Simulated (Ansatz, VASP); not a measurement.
## Mo: VASP beside Ansatz

```
Mo
1.0
     1.48445    0.85705    4.10340
    -1.48445    0.85705    4.10340
     0.00000   -1.71409    4.10340
Mo
2
Direct
  0.25000 0.25000 0.25000
  0.75000 0.75000 0.75000
```

Alike in both runs: functional PBEsol; k mesh 6 × 6 × 6; occupations gaussian, width 0.1 eV; no spin polarisation.

Ansatz relaxed the structure, and its values are those at the end. VASP's run is a single point on that final structure, the one shown.

|  | VASP | Ansatz |
| --- | --- | --- |
| version | VASP 6.6.1 | Ansatz 0.2.0 |
| potentials or method | VASP PAW PBE potentials, release 64 (Mo_sv), cutoff 520 eV | scalar-relativistic, plane waves, PAW |
| valence electrons in the cell | 28 | 28 |

```csv
,VASP,Ansatz,Ansatz less VASP
gap on the k mesh at the Fermi level (eV),none,none,-
pressure (GPa),0.5,0.0,-0.51
```

VASP's potentials were made for PBE, not for PBEsol. A gap of «none» marks a metal or a gap that the smearing closes.

The k mesh is coarse, so the values compare programs but aren't converged.
